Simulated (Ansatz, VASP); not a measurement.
# One calculation of MgF2, two programs

```
Mg F
1.0
     4.74411    0.00000    0.00000
     0.00000    4.74411    0.00000
     0.00000    0.00000    3.12369
Mg F
2 4
Direct
  0.00000 0.00000 0.00000
  0.50000 0.50000 0.50000
  0.30356 0.30356 0.00000
  0.19644 0.80356 0.50000
  0.69644 0.69644 0.00000
  0.80356 0.19644 0.50000
```

Alike in both runs: task single point; functional PBE; k mesh 4 × 4 × 8; no spin polarisation.

|  | VASP | Ansatz |
| --- | --- | --- |
| version | VASP 6.6.1 | Ansatz 0.2.0 |
| potentials or method | VASP PAW PBE potentials, release 64 (Mg, F) | plane waves, PAW |
| plane-wave cutoff (eV) | 600 | 420 |
| occupations | gaussian, width 0.01 eV | fixed |
| valence electrons in the cell | 32 | 48 |

|  | VASP | Ansatz | Ansatz less VASP |
| --- | --- | --- | --- |
| gap on the k mesh at the Fermi level (eV) | 6.60 | 6.64 | +0.040 |
| pressure (GPa) | -3.5 | -2.6 | +0.95 |
| traceless stress, the component that is largest in VASP (GPa) | -0.36 | -0.29 | +0.066 |
| rms of the force components (eV/Å) | 0.022 | 0.021 | -0.0014 |

Atom by atom the forces differ by 0.001 eV/Å (rms over components). VASP's potentials hold 32 valence electrons a cell and Ansatz's 48, so a difference there can come from the potentials and not from the codes.
